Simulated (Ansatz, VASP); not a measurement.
**One calculation of GaN, two programs**

```
Ga N
1.0
     3.13230    0.00000    0.00000
    -1.56615    2.71265    0.00000
     0.00000    0.00000    5.32098
Ga N
2 2
Direct
  0.33333 0.66667 0.00000
  0.66667 0.33333 0.50000
  0.33333 0.66667 0.37500
  0.66667 0.33333 0.87500
```

Change from the starting cell: strain -0.015 along x and y, +0.030 along z, atoms carried along.

Alike in both runs: task single point; functional r2SCAN; k mesh 12 × 12 × 6; occupations gaussian, width 0.05 eV; no spin polarisation.

|  | VASP | Ansatz |
| --- | --- | --- |
| version | VASP 6.6.1 | Ansatz 0.2.0 |
| potentials or method | VASP PAW PBE potentials, release 64 (Ga_d, N), cutoff 520 eV | scalar-relativistic, plane waves, PAW |
| valence electrons in the cell | 36 | 36 |

Ansatz gave:

- gap on the k mesh at the Fermi level (eV): 2.22
- least direct gap on the mesh (eV): 2.22
- pressure (GPa): 1.6
- traceless stress, the component that is largest in VASP (GPa): -10.47
- rms of the force components (eV/Å): 0.156

Question: Estimate VASP's values.

Answer: gap on the k mesh at the Fermi level (eV): 2.21; least direct gap on the mesh (eV): 2.21; pressure (GPa): 2.7; traceless stress, the component that is largest in VASP (GPa): -10.66; rms of the force components (eV/Å): 0.168.

VASP's potentials were made for PBE, not for r2SCAN. Atom by atom the forces differ by 0.013 eV/Å (rms over components).
